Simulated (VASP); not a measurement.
Write the native input for VASP 6.6.1 that does the following.

* Task: single point
* Functional: PBE
* Dispersion: D4
* Potentials or basis: VASP PAW PBE potentials, release 64 (Ti_sv, Te)
* Cutoff: 520 eV
* k mesh: 15 × 15 × 8
* Occupations: gaussian, width 0.1 eV
* Spin: no spin polarisation
* Dipole correction: no
* Further INCAR settings: ALGO = Normal; EDIFF = 1e-07; NBANDS = 19

The structure of TiTe2 lies in POSCAR:

```
TiTe2
1.0
    3.6897176837      0.0000000000      0.0000000000
   -1.8448588419      3.1953892468      0.0000000000
    0.0000000000      0.0000000000      6.3505831036
Ti Te
1 2
Direct
    0.0000000000      0.0000000000      0.0000000000
    0.6666666667      0.3333333333      0.2721454518
    0.3333333333      0.6666666667      0.7278545482
```

The input as run:

INCAR

```
SYSTEM = TiTe2
PREC = Accurate
ENCUT = 520
EDIFF = 1E-7
ISMEAR = 0
SIGMA = 0.1
LREAL = .False.
LASPH = .True.
NELM = 80
ALGO = Normal
ISIF = 2
LWAVE = .False.
LCHARG = .False.
GGA = PE
IVDW = 13
NBANDS = 19
```

KPOINTS

```
Automatic mesh
0
Gamma
  15 15 8
  0 0 0
```

Potentials or basis: VASP PAW PBE potentials, release 64 (Ti_sv, Te).

Run with:

```sh
$ cat potpaw_PBE.64/Ti_sv/POTCAR potpaw_PBE.64/Te/POTCAR > POTCAR
$ mpirun -np 1 vasp_std > vasp.out
```

It gave:

- Pressure: 1.2 GPa
- Largest force: 0.004 eV/Å
- Band gap on the k mesh: zero (bands 12 and 13 overlap by 0.82 eV)
- Dispersion energy per atom: -0.446 eV

Caveat: spin-orbit coupling is left out, which moves the levels of the heavy elements.

It took 2.5 min on 1 thread of AMD EPYC 9R45 96-Core Processor (Zen 5) (shared host), peak memory 0.36 GiB.
